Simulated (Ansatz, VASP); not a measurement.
## Two plane-wave programs on Zn2Si3N3

```
Zn Si N
1.0
     3.02339    0.00000    0.00000
     0.00000    3.02339    0.00000
     0.00000    0.00000   10.62781
Zn Si N
2 3 3
Direct
  0.50000 0.00000 0.67355
  0.00000 0.50000 0.32645
  0.00000 0.50000 0.89439
  0.50000 0.00000 0.10561
  0.00000 0.00000 0.50000
  0.00000 0.00000 0.00000
  0.50000 0.50000 0.18479
  0.50000 0.50000 0.81521
```

Alike in both runs: functional PBE; k mesh 10 × 10 × 4; occupations gaussian, width 0.1 eV; no spin polarisation.

Ansatz relaxed the structure, and its values are those at the end. VASP's run is a single point on that final structure, the one shown.

|  | VASP | Ansatz |
| --- | --- | --- |
| version | VASP 6.6.1 | Ansatz 0.2.0 |
| potentials or method | VASP PAW PBE potentials, release 64 (Zn, Si, N), cutoff 520 eV | scalar-relativistic, plane waves, PAW |
| valence electrons in the cell | 51 | 51 |

Ansatz gave:

* gap on the k mesh at the Fermi level (eV): none
* pressure (GPa): 0.0
* rms of the force components (eV/Å): 0.000

Problem. Which values does VASP return?

Solution. gap on the k mesh at the Fermi level (eV): none; pressure (GPa): 0.1; rms of the force components (eV/Å): 0.011.

A gap of «none» marks a metal or a gap that the smearing closes. With one functional, cell and mesh, what is left measures potentials, basis and numerics.
